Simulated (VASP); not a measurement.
# C (Cmmm) in VASP: a series of runs

Runs on C. Level: PBE. Tasks: single point, relaxation of cell and atoms.

Everything below comes from runs of VASP 6.6.1. Logs are shortened: lines on timing, memory, paths and dates and some standing lists are left out, and cuts for length are marked.

## 1. The cell of the first run

It takes space group Cmmm (No. 65, orthorhombic). The conventional cell has a = 3.341 Å, b = 5.711 Å, c = 1.286 Å, α = 90.00°, β = 90.00°, γ = 90.00°. C (site symmetry mmm) has 2 C at 1.29 Å within 1.7 Å.

## 2. Single point, PBE, collinear spin, ferromagnetic start

The input, INCAR:

```
SYSTEM = C
PREC = Accurate ; ENCUT = 520
EDIFF = 1E-6 ; ISMEAR = 0
SIGMA = 0.1 ; LREAL = .False.
LASPH = .True. ; NELM = 150
ALGO = Normal ; ISIF = 2
LWAVE = .False. ; LCHARG = .True.
ISPIN = 2 ; MAGMOM = 1
LORBIT = 11 ; GGA = PE
LELF = .True. ; LVHAR = .True.
NBANDS = 12
```

The input, KPOINTS:

```
Automatic mesh
0
Gamma
  6 6 12
  0 0 0
```

The input, POSCAR:

```
C
1.0
    1.6703979481     -2.8554637929      0.0000000000
    1.6703979481      2.8554637929      0.0000000000
    0.0000000000      0.0000000000      1.2863842345
C
1
Direct
    0.0000000000      0.0000000000      0.0000000000
```

Potentials or basis: VASP PAW PBE potentials, release 64 (C).

Launch:

```bash
$ cat potpaw_PBE.64/C/POTCAR > POTCAR
$ mpirun -np 1 vasp_std > vasp.out
```

OUTCAR:

```text
SYSTEM = C
   PREC = Accurate
   ENCUT = 520
   EDIFF = 1E-6
   ISMEAR = 0
   LREAL = .False.
   LASPH = .True.
   NELM = 150
   ISIF = 2
   ISPIN = 2
   LORBIT = 11
   GGA = PE

 ion  position               nearest neighbor table
   1  0.000  0.000  0.000-

  LATTYP: Found a base centered orthorhombic cell.
 ALAT       =     3.3407958962
 B/A-ratio  =     1.7094512096
 C/A-ratio  =     0.3850532252

  Lattice vectors:

 A1 = (   1.6703979481,  -2.8554637929,   0.0000000000)
 A2 = (   1.6703979481,   2.8554637929,   0.0000000000)
 A3 = (   0.0000000000,   0.0000000000,   1.2863842345)

Analysis of symmetry for initial positions (statically):
=====================================================================
 Subroutine PRICEL returns:
 Original cell was already a primitive cell.

 Routine SETGRP: Setting up the symmetry group for a
 base centered orthorhombic supercell.

 Subroutine GETGRP returns: Found  8 space group operations
 (whereof  8 operations were pure point group operations)
 out of a pool of  8 trial point group operations.

The static configuration has the point symmetry D_2h.

Analysis of symmetry for dynamics (positions and initial velocities):
=====================================================================
 Subroutine PRICEL returns:
 Original cell was already a primitive cell.

 Routine SETGRP: Setting up the symmetry group for a
 base centered orthorhombic supercell.

 Subroutine GETGRP returns: Found  8 space group operations
 (whereof  8 operations were pure point group operations)
 out of a pool of  8 trial point group operations.

The dynamic configuration has the point symmetry D_2h.

Analysis of structural, dynamic, and magnetic symmetry:
=====================================================================
 Subroutine PRICEL returns:
 Original cell was already a primitive cell.

 Routine SETGRP: Setting up the symmetry group for a
 base centered orthorhombic supercell.

 Subroutine GETGRP returns: Found  8 space group operations
 (whereof  8 operations were pure point group operations)
 out of a pool of  8 trial point group operations.

The overall configuration has the point symmetry D_2h.

 Subroutine INISYM returns: Found  8 space group operations
 (whereof  8 operations are pure point group operations),
 and found     1 'primitive' translations

----------------------------------------------------------------------------------------

                                     Primitive cell

  volume of cell :      12.2715

  direct lattice vectors                    reciprocal lattice vectors
[... 124 lines left out ...]
 number of electron       3.9999999 magnetization       0.0022890

 number of electron       3.9999999 magnetization      -0.0004790

 Free energy of the ion-electron system (eV)
  ---------------------------------------------------
  ext. energy  EPLUGINS =         0.00000000
  ---------------------------------------------------
  free energy    TOTEN  =        -8.17037903 eV

  energy without entropy =       -8.16728228  energy(sigma->0) =       -8.16883066

 E-fermi :   1.5471     XC(G=0):  -8.9673

 val. band max:        1.5447243896   @ k =   0.5000   0.3333   0.2500
 cond. band min:       1.5654397514   @ k =   0.3333   0.1667   0.2500
 fundamental gap:      0.0207153618
 Fermi energy:         1.5471037516

 spin component 1

 k-point     1 :       0.0000    0.0000    0.0000
  band No.  band energies     occupation
      1     -15.3652      1.00000
      2      -2.8216      1.00000
      3      -2.7849      1.00000
      4       6.9620      0.00000
      5      14.6285      0.00000
      6      14.9041      0.00000
      7      18.1752      0.00000
      8      33.5189      0.00000
      9      33.9948      0.00000
     10      38.0058      0.00000
     11      44.7070      0.00000
     12      45.5829      0.00000
[... 333 lines left out ...]
      1     -14.3933      1.00000
      2      -4.3103      1.00000
      3      -3.1151      1.00000
      4      10.5929      0.00000
      5      12.8614      0.00000
      6      19.8994      0.00000
      7      24.3289      0.00000
      8      27.6163      0.00000
      9      33.3426      0.00000
     10      34.2720      0.00000
     11      38.5760      0.00000
     12      41.2442      0.00000

 [... further k-points ...]

 spin component 2

 k-point     1 :       0.0000    0.0000    0.0000
  band No.  band energies     occupation
      1     -15.3659      1.00000
      2      -2.8226      1.00000
      3      -2.7859      1.00000
      4       6.9617      0.00000
      5      14.6279      0.00000
      6      14.9035      0.00000
      7      18.1750      0.00000
      8      33.5183      0.00000
      9      33.9942      0.00000
     10      38.0056      0.00000
     11      44.7066      0.00000
     12      45.5824      0.00000
[... 333 lines left out ...]
      1     -14.3941      1.00000
      2      -4.3112      1.00000
      3      -3.1161      1.00000
      4      10.5925      0.00000
      5      12.8610      0.00000
      6      19.8989      0.00000
      7      24.3282      0.00000
      8      27.6157      0.00000
      9      33.3422      0.00000
     10      34.2715      0.00000
     11      38.5755      0.00000
     12      41.2438      0.00000

 [... further k-points ...]

------------------------ aborting loop because EDIFF is reached ----------------------------------------

  FORCE on cell =-STRESS in cart. coord.  units (eV):
  Direction    XX          YY          ZZ          XY          YZ          ZX
  --------------------------------------------------------------------------------------
  -------------------------------------------------------------------------------------
  Total        0.0213067      0.0177336     -0.0369442      0.0000000      0.0000000      0.0000000
  in kB        2.7818178      2.3153114     -4.8234672      0.0000000      0.0000000      0.0000000
  external PRESSURE =       0.0912207 kB  Pullay stress =       0.0000000 kB

 VOLUME and BASIS-vectors are now :
 -----------------------------------------------------------------------------
  energy-cutoff  :      520.00
  volume of cell :       12.27
      direct lattice vectors                 reciprocal lattice vectors
     1.670397948 -2.855463793  0.000000000     0.299329870 -0.175102903  0.000000000
     1.670397948  2.855463793  0.000000000     0.299329870  0.175102903  0.000000000
     0.000000000  0.000000000  1.286384235     0.000000000  0.000000000  0.777372711

 POSITION                                       TOTAL-FORCE (eV/Angst)
 -----------------------------------------------------------------------------------
      0.00000      0.00000      0.00000         0.000000      0.000000      0.000000
 -----------------------------------------------------------------------------------
    total drift:                               -0.000000      0.000000      0.000000

  FREE ENERGIE OF THE ION-ELECTRON SYSTEM (eV)
  ---------------------------------------------------
  free  energy   TOTEN  =        -8.1703790350 eV

  energy  without entropy=       -8.1672822754  energy(sigma->0) =       -8.16883066

 total charge

# of ion       s       p       d       tot
------------------------------------------
    1        0.890   1.779   0.000   2.669

 magnetization (x)

# of ion       s       p       d       tot
------------------------------------------
    1       -0.000  -0.000   0.000  -0.000
```

Run time: 21 s. Hardware: 1 thread of Intel Xeon Platinum 8375C at 2.90GHz (Ice Lake), shared host; peak memory 0.14 GiB.

Results:

* Free energy: -8.1704 eV
* Pressure: 0.0 GPa
* Band gap on the k mesh: zero (filled and empty bands overlap)
* Net moment: 0.00 μB per cell
* Valence electrons inside the program's atomic spheres: C 2.67

Caveat: the k points lie up to 0.41 Å⁻¹ apart.

(Continued in part 2 of 2.)
